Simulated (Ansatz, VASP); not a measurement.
One calculation of ZnS, two programs

```
CELL_PARAMETERS angstrom
0.00000 2.68500 2.68500
2.68500 0.00000 2.68500
2.68500 2.68500 0.00000
ATOMIC_POSITIONS crystal
Zn 0.00000 0.00000 0.00000
S 0.25000 0.25000 0.25000
```

Alike in both runs: task single point; functional LDA; k mesh 6 × 6 × 6; occupations gaussian, width 0.1 eV; no spin polarisation.

|  | VASP | Ansatz |
| --- | --- | --- |
| version | VASP 6.6.1 | Ansatz 0.2.0 |
| potentials or method | VASP PAW LDA potentials, release 64 (Zn, S), cutoff 500 eV | scalar-relativistic, plane waves, PAW |
| valence electrons in the cell | 18 | 18 |

VASP gave:

```
gap on the k mesh at the Fermi level (eV) : 1.97
least direct gap on the mesh (eV)         : 1.97
pressure (GPa)                            : -3.0
```

Problem. Which values does Ansatz return?

Solution. gap on the k mesh at the Fermi level (eV): 1.93; least direct gap on the mesh (eV): 1.93; pressure (GPa): -3.2.

Ansatz warns that its potentials were made for another functional, while VASP's fit it. LDA's correlation is that of Perdew and Zunger in VASP and of Perdew and Wang (1992) in Ansatz.
